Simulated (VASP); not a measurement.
# Pt3PbC in VASP: further runs, part 2 of 2

VASP 6.6.1. The steps go on from the part before.

## (5) Single point, PBE

This run uses another cell than the first one, of 17.43 Å³/atom.

The input, INCAR:

```
  ALGO = Normal
  EDIFF = 1E-6
  ENCUT = 520
  GGA = PE
  ISIF = 2
  ISMEAR = -1
  LASPH = True
  LCHARG = False
  LREAL = False
  LWAVE = False
  NBANDS = 32
  NELM = 80
  PREC = Accurate
  SIGMA = 0.05
```

The input, KPOINTS:

```
k-points
0
Gamma
  6 6 6
```

The input, POSCAR:

```
Pt3PbC
1.0
    4.4333203952      0.0000000000      0.0000000000
    0.0000000000      4.4333203952      0.0000000000
    0.0000000000      0.0000000000      4.4333203952
Pb Pt C
1 3 1
Direct
    0.0000000000      0.0000000000      0.0000000000
    0.5000000000      0.0000000000      0.5000000000
    0.5000000000      0.5000000000      0.0000000000
    0.0000000000      0.5000000000      0.5000000000
    0.5000000000      0.5000000000      0.5000000000
```

Potentials or basis: VASP PAW PBE potentials, release 64 (Pb_d, Pt, C).

Run with:

```console
cat potpaw_PBE.64/Pb_d/POTCAR potpaw_PBE.64/Pt/POTCAR potpaw_PBE.64/C/POTCAR > POTCAR
mpirun -np 1 vasp_std > vasp.out
```

OUTCAR:

```text
EDIFF = 1E-6
   ENCUT = 520
   GGA = PE
   ISIF = 2
   ISMEAR = -1
   LASPH = True
   LREAL = False
   NELM = 80
   PREC = Accurate

 ion  position               nearest neighbor table
   1  0.000  0.000  0.000-   2 3.13   3 3.13   4 3.13   2 3.13   4 3.13   3 3.13   4 3.13   4 3.13
                             2 3.13   3 3.13   2 3.13   3 3.13
   2  0.500  0.000  0.500-   5 2.22   5 2.22   4 3.13   1 3.13   1 3.13   3 3.13   3 3.13   4 3.13
                             3 3.13   3 3.13   1 3.13   4 3.13   1 3.13   4 3.13
   3  0.500  0.500  0.000-   5 2.22   5 2.22   4 3.13   1 3.13   2 3.13   4 3.13   2 3.13   1 3.13
                             2 3.13   2 3.13   1 3.13   4 3.13   4 3.13   1 3.13
   4  0.000  0.500  0.500-   5 2.22   5 2.22   3 3.13   1 3.13   1 3.13   3 3.13   1 3.13   2 3.13
                             1 3.13   2 3.13   3 3.13   2 3.13   3 3.13   2 3.13
   5  0.500  0.500  0.500-   2 2.22   3 2.22   4 2.22   3 2.22   2 2.22   4 2.22

  LATTYP: Found a simple cubic cell.
 ALAT       =     4.4333203952

  Lattice vectors:

 A1 = (   4.4333203952,   0.0000000000,   0.0000000000)
 A2 = (   0.0000000000,   4.4333203952,   0.0000000000)
 A3 = (   0.0000000000,   0.0000000000,   4.4333203952)

Analysis of symmetry for initial positions (statically):
=====================================================================
 Subroutine PRICEL returns:
 Original cell was already a primitive cell.

 Routine SETGRP: Setting up the symmetry group for a
 simple cubic supercell.

 Subroutine GETGRP returns: Found 48 space group operations
 (whereof 48 operations were pure point group operations)
 out of a pool of 48 trial point group operations.

The static configuration has the point symmetry O_h .

Analysis of symmetry for dynamics (positions and initial velocities):
=====================================================================
 Subroutine PRICEL returns:
 Original cell was already a primitive cell.

 Routine SETGRP: Setting up the symmetry group for a
 simple cubic supercell.

 Subroutine GETGRP returns: Found 48 space group operations
 (whereof 48 operations were pure point group operations)
 out of a pool of 48 trial point group operations.

The dynamic configuration has the point symmetry O_h .

 Subroutine INISYM returns: Found 48 space group operations
 (whereof 48 operations are pure point group operations),
 and found     1 'primitive' translations

----------------------------------------------------------------------------------------

                                     Primitive cell

  volume of cell :      87.1339

  direct lattice vectors                    reciprocal lattice vectors
     4.433320395  0.000000000  0.000000000     0.225564568  0.000000000  0.000000000
     0.000000000  4.433320395  0.000000000     0.000000000  0.225564568  0.000000000
     0.000000000  0.000000000  4.433320395     0.000000000  0.000000000  0.225564568

  length of vectors
     4.433320395  4.433320395  4.433320395     0.225564568  0.225564568  0.225564568

  position of ions in fractional coordinates (direct lattice)
     0.000000000  0.000000000  0.000000000
     0.500000000  0.000000000  0.500000000
     0.500000000  0.500000000  0.000000000
     0.000000000  0.500000000  0.500000000
[... 35 lines left out ...]

 Following reciprocal coordinates:
            Coordinates               Weight
  0.000000  0.000000  0.000000      1.000000
  0.166667  0.000000  0.000000      6.000000
  0.333333  0.000000  0.000000      6.000000
  0.500000  0.000000  0.000000      3.000000
  0.166667  0.166667  0.000000     12.000000
  0.333333  0.166667  0.000000     24.000000
[... 12 lines left out ...]
  0.500000  0.500000  0.333333      6.000000
  0.500000  0.500000  0.500000      1.000000
   k-points           NKPTS =     20   k-points in BZ     NKDIM =     20   number of bands    NBANDS=     32
   number of dos      NEDOS =    301   number of ions     NIONS =      5
   total plane-waves  NPLWV =  46656
   dimension x,y,z NGX =    36 NGY =   36 NGZ =   36
   dimension x,y,z NGXF=    72 NGYF=   72 NGZF=   72
   ions per type =               1   3   1
   NGX,Y,Z   is equivalent  to a cutoff of  13.50, 13.50, 13.50 a.u.
   NGXF,Y,Z  is equivalent  to a cutoff of  27.00, 27.00, 27.00 a.u.
 SYSTEM =  unknown system
   PREC   = accura    normal or accurate (medium, high low for compatibility)
   ISTART =      0    job   : 0-new  1-cont  2-samecut
   ICHARG =      2    charge: 1-file 2-atom 10-const
   ISPIN  =      1    spin polarized calculation?
   LNONCOLLINEAR =      F non collinear calculations
   LSORBIT =      F    spin-orbit coupling
   LASPH  =      T    aspherical Exc in radial PAW
   ENCUT  =  520.0 eV  38.22 Ry    6.18 a.u.   8.24  8.24  8.24*2*pi/ulx,y,z
   NELM   =     80;   NELMIN=  2; NELMDL= -5     # of ELM steps
   EDIFF  = 0.1E-05   stopping-criterion for ELM
   LREAL  =      F    real-space projection
   EDIFFG = 0.1E-04   stopping-criterion for IOM
   NSW    =      0    number of steps for IOM
   IBRION =     -1    ionic relax: 0-MD 1-quasi-New 2-CG
   NFREE  =      0    steps in history (QN), initial steepest desc. (CG)
   ISIF   =      2    stress and relaxation
   ISYM   =      2    0-nonsym 1-usesym 2-fastsym
   POTIM  = 0.5000    time-step for ionic-motion
   TEBEG  =    0.0;   TEEND  =   0.0 temperature during run
   PSTRESS=    0.0 pullay stress
   NELECT =      48.0000    total number of electrons
   NUPDOWN=      -1.0000    fix difference up-down
   EMIN   =  10.00;   EMAX   =-10.00  energy-range for DOS
   EFERMI =   0.00;   METHOD = LEGACY
   ISMEAR =    -1;   SIGMA  =   0.05  broadening in eV -4-tet -1-fermi 0-gaus
   EFERMI_NEDOS =   21; number of points for ismear=-14 and -15
   IALGO  =     38    algorithm
   IMIX   =      4    mixing-type and parameters
     AMIX     =   0.40;   BMIX     =  1.00
     AMIX_MAG =   1.60;   BMIX_MAG =  1.00
  volume/ion in A,a.u.               =      17.43       117.60
  Fermi-wavevector in a.u.,A,eV,Ry     =   1.342021  2.536053 24.504386  1.801022
  Thomas-Fermi vector in A             =   2.470209
   LORBIT       =      0    0 simple, 1 ext, 2 COOP (PROOUT), +10 PAW based schemes
   GGA     = PE    functional components
   LHFCALC =     F    Hartree Fock is set to
   AEXX    =    0.0000 exact exchange contribution
   IVDW    =     0    specifies the selected vdW correction
   LEPSILON=     F    determine dielectric tensor
   LRPA    =     F    only Hartree local field effects (RPA)
 non-spin polarized calculation
  energy-cutoff  :      520.00
  volume of cell :       87.13
 maximum number of plane-waves:      2364
 NGX is ok and might be reduce to    36
   NGX = 17   NGY = 17   NGZ = 17

 number of electron      47.9999988 magnetization

 Free energy of the ion-electron system (eV)
  ---------------------------------------------------
  ext. energy  EPLUGINS =         0.00000000
  ---------------------------------------------------
  free energy    TOTEN  =       -28.98918379 eV

  energy without entropy =      -28.95264799  energy(sigma->0) =      -28.97091589

 E-fermi :   8.2716     XC(G=0): -11.9400

 val. band max:        8.2359811580   @ k =   0.3333   0.0000   0.0000
 cond. band min:       8.2831086779   @ k =   0.1667   0.1667   0.1667
 fundamental gap:      0.0471275199
 Fermi energy:         8.2716180628

 k-point     1 :       0.0000    0.0000    0.0000
  band No.  band energies     occupation
      1      -7.9973      2.00000
      2      -7.9973      2.00000
      3      -7.9834      2.00000
      4      -7.9834      2.00000
      5      -7.9834      2.00000
      6      -4.7674      2.00000
[... 689 lines left out ...]
     31      16.1578      0.00000
     32      16.1578      0.00000

------------------------ aborting loop because EDIFF is reached ----------------------------------------

  FORCE on cell =-STRESS in cart. coord.  units (eV):
  Direction    XX          YY          ZZ          XY          YZ          ZX
  --------------------------------------------------------------------------------------
  -------------------------------------------------------------------------------------
  Total       -4.8440036     -4.8440036     -4.8440036     -0.0000000     -0.0000000      0.0000000
  in kB      -89.0692278    -89.0692278    -89.0692278     -0.0000000     -0.0000000      0.0000000
  external PRESSURE =     -89.0692278 kB  Pullay stress =       0.0000000 kB

 VOLUME and BASIS-vectors are now :
 -----------------------------------------------------------------------------
  energy-cutoff  :      520.00
  volume of cell :       87.13
      direct lattice vectors                 reciprocal lattice vectors
     4.433320395  0.000000000  0.000000000     0.225564568  0.000000000  0.000000000
     0.000000000  4.433320395  0.000000000     0.000000000  0.225564568  0.000000000
     0.000000000  0.000000000  4.433320395     0.000000000  0.000000000  0.225564568

 POSITION                                       TOTAL-FORCE (eV/Angst)
 -----------------------------------------------------------------------------------
      0.00000      0.00000      0.00000         0.000000      0.000000      0.000000
      2.21666      0.00000      2.21666         0.000000      0.000000      0.000000
      2.21666      2.21666      0.00000         0.000000      0.000000      0.000000
      0.00000      2.21666      2.21666         0.000000      0.000000      0.000000
      2.21666      2.21666      2.21666         0.000000      0.000000      0.000000
 -----------------------------------------------------------------------------------
    total drift:                                0.000000      0.000000      0.000000

  FREE ENERGIE OF THE ION-ELECTRON SYSTEM (eV)
  ---------------------------------------------------
  free  energy   TOTEN  =       -28.9891837864 eV

  energy  without entropy=      -28.9526479911  energy(sigma->0) =      -28.97091589
```

OSZICAR:

```text
N       E                     dE             d eps       ncg     rms          rms(c)
DAV:   1     0.422893155242E+03    0.42289E+03   -0.22591E+04  1280   0.162E+03
DAV:   2     0.339553080802E+01   -0.41950E+03   -0.38853E+03  1440   0.415E+02
DAV:   3    -0.294282866155E+02   -0.32824E+02   -0.31202E+02  1552   0.116E+02
DAV:   4    -0.306213508352E+02   -0.11931E+01   -0.11865E+01  1456   0.218E+01
DAV:   5    -0.306755415205E+02   -0.54191E-01   -0.54179E-01  1816   0.493E+00    0.180E+01
DAV:   6    -0.292175904598E+02    0.14580E+01   -0.56823E+00  1552   0.155E+01    0.878E+00
DAV:   7    -0.290191523780E+02    0.19844E+00   -0.70936E-01  1480   0.612E+00    0.593E+00
DAV:   8    -0.289973415219E+02    0.21811E-01   -0.16946E-01  1576   0.246E+00    0.605E-01
DAV:   9    -0.289890912044E+02    0.82503E-02   -0.17500E-02  1616   0.103E+00    0.203E-01
DAV:  10    -0.289891957445E+02   -0.10454E-03   -0.35788E-03  1528   0.391E-01    0.805E-02
DAV:  11    -0.289891871392E+02    0.86053E-05   -0.17700E-04  1680   0.118E-01    0.216E-02
DAV:  12    -0.289891831991E+02    0.39401E-05   -0.22652E-05  1792   0.515E-02    0.101E-02
DAV:  13    -0.289891837864E+02   -0.58731E-06   -0.13564E-06   928   0.128E-02
   1 F= -.28989184E+02 E0= -.28970916E+02  d E =-.365358E-01
```

It took 92 s on 1 thread of Intel Xeon 8259CL, shared host; peak memory 0.23 GiB.

What came out:

```yaml
Free_energy: -28.9892 eV
Pressure: -8.9 GPa
Band_gap_on_the_k_mesh: zero (bands 24 and 25 overlap by 0.79 eV)
```

Caveat: the cell stands under tension; spin-orbit coupling is left out, which moves the levels of the heavy elements.

## (6) Single point, PBE (atoms moved at random)

The input, INCAR:

```
ALGO = Normal
EDIFF = 1E-6
ENCUT = 520
GGA = PE
ISIF = 2
ISMEAR = -1
LASPH = T
LCHARG = F
LREAL = F
LWAVE = F
NBANDS = 32
NELM = 100
PREC = Accurate
SIGMA = 0.05
```

KPOINTS is that of step 5.

The input, POSCAR:

```
Pt3PbC
1.0
    4.3480430000      0.0000000000      0.0000000000
    0.0000000000      4.3480430000      0.0000000000
    0.0000000000      0.0000000000      4.3480430000
Pb Pt C
1 3 1
Direct
   -0.0065230000     -0.0060700000      0.0099580000
    0.4994930000      0.0088550000      0.4936030000
    0.4918850000      0.4962630000     -0.0045880000
   -0.0000160000      0.5027520000      0.4912900000
    0.4982750000      0.4893320000      0.5029920000
```

Potentials or basis: VASP PAW PBE potentials, release 64 (Pb_d, Pt, C).

Run with:

```console
cat potpaw_PBE.64/Pb_d/POTCAR potpaw_PBE.64/Pt/POTCAR potpaw_PBE.64/C/POTCAR > POTCAR
mpirun -np 1 vasp_std > vasp.out
```

Run time: 4.9 min. Hardware: 1 thread of Intel Xeon 8259CL, shared host; peak memory 0.39 GiB.

Results (log left out):

```yaml
Free_energy: -29.1208 eV
Pressure: -0.3 GPa
Largest_force: 0.375 eV/Å
Band_gap_on_the_k_mesh: zero (bands 24 and 25 overlap by 0.79 eV)
```

Forces in eV/Å, atoms in the order of the input:
```
Pb   0.034  0.041 -0.294
Pt  -0.040 -0.361  0.093
Pt   0.009  0.096  0.021
Pt  -0.051  0.056  0.111
C    0.048  0.169  0.070
```

Stress tensor (GPa, compression positive):
```
-0.58 -0.04 -0.08
-0.04  0.22 -0.02
-0.08 -0.02 -0.41
```

Levels at points of the mesh, in eV from the Fermi level:
```csv
k point,band 21,band 22,band 23,band 24,band 25,band 26,band 27,band 28
"(0.00, 0.00, 0.00)",-0.58,-0.57,-0.57,-0.55,0.12,1.37,1.38,1.40
"(0.50, 0.00, 0.00)",-1.64,-0.58,-0.25,0.08,0.13,2.58,3.51,3.54
"(0.00, 0.50, 0.00)",-1.62,-0.57,-0.26,0.12,0.12,2.59,3.50,3.54
"(0.00, 0.00, 0.50)",-1.62,-0.57,-0.25,0.12,0.14,2.56,3.49,3.53
"(0.50, 0.50, 0.00)",-1.65,-1.41,-0.19,-0.18,1.10,2.25,3.84,4.43
"(0.00, 0.50, 0.50)",-1.65,-1.41,-0.19,-0.18,1.20,2.18,3.90,4.42
"(0.50, 0.00, 0.50)",-1.65,-1.42,-0.18,-0.18,1.06,2.29,3.90,4.42
"(0.50, 0.50, 0.50)",-1.60,-0.72,-0.72,-0.71,-0.67,1.14,1.15,1.15
```

Caveat: the cell differs from its parent crystal (atoms moved at random); spin-orbit coupling is left out, which moves the levels of the heavy elements.

## (7) Summary

```tsv
cell	gap on the mesh (eV)	pressure (GPa)
a = 4.348 Å, 5 atoms, atomic positions A	none	-0.7
a = 4.377 Å, 5 atoms, atomic positions A	none	-3.8
a = 4.405 Å, 5 atoms, atomic positions A	none	-6.5
a = 4.433 Å, 5 atoms, atomic positions A	none	-8.9
a = 4.348 Å, 5 atoms, atomic positions B	none	-0.3
```

Alike in all rows: task single point; level PBE; potentials or basis VASP PAW PBE potentials, release 64 (Pb_d, Pt, C); no spin polarisation; k mesh 6 × 6 × 6; cutoff (eV) 520; smearing fermi-dirac 0.05 eV.

Caveats: spin-orbit coupling is left out, which moves the levels of the heavy elements; the cell stands under tension (at least some runs).

Total energies depend on the potentials used, so only differences within one code and one set of settings carry meaning.
